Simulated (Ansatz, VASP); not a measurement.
## One calculation of Ba2TeS, two programs

```xyz
4
Lattice="4.7927 0.0000 0.0000 0.0000 4.7927 0.0000 0.0000 0.0000 6.7840" Properties=species:S:1:pos:R:3 pbc="T T T"
S     0.0000    0.0000    0.0000
Ba    0.0000    0.0000    3.3920
Ba    2.3963    2.3963    0.0000
Te    2.3963    2.3963    3.3920
```

Alike in both runs: task single point; functional PBE-based global hybrid with a share of 0.2 of exact exchange; k mesh 2 × 2 × 2; no spin polarisation.

|  | VASP | Ansatz |
| --- | --- | --- |
| version | VASP 6.6.1 | Ansatz 0.2.0 |
| potentials or method | VASP PAW PBE potentials, release 64 (S, Ba_sv, Te) | plane waves |
| plane-wave cutoff (eV) | 520 | 420 |
| occupations | gaussian, width 0.01 eV | fixed |
| valence electrons in the cell | 32 | 42 |

VASP gave:

| Quantity | Value |
| --- | --- |
| gap on the k mesh at the Fermi level (eV) | 2.93 |
| pressure (GPa) | 0.8 |

Task: What did Ansatz give for the same quantities?

Result: gap on the k mesh at the Fermi level (eV): 2.95; pressure (GPa): 0.6.

VASP's potentials were made for PBE, not for PBE-based global hybrid. VASP's potentials hold 32 valence electrons a cell and Ansatz's 42, so a difference there can come from the potentials and not from the codes. Ansatz's warnings: stress exchange threshold loose, stress scf threshold loose.

The k mesh is coarse, so the values compare programs but aren't converged. Spin-orbit coupling is off throughout.
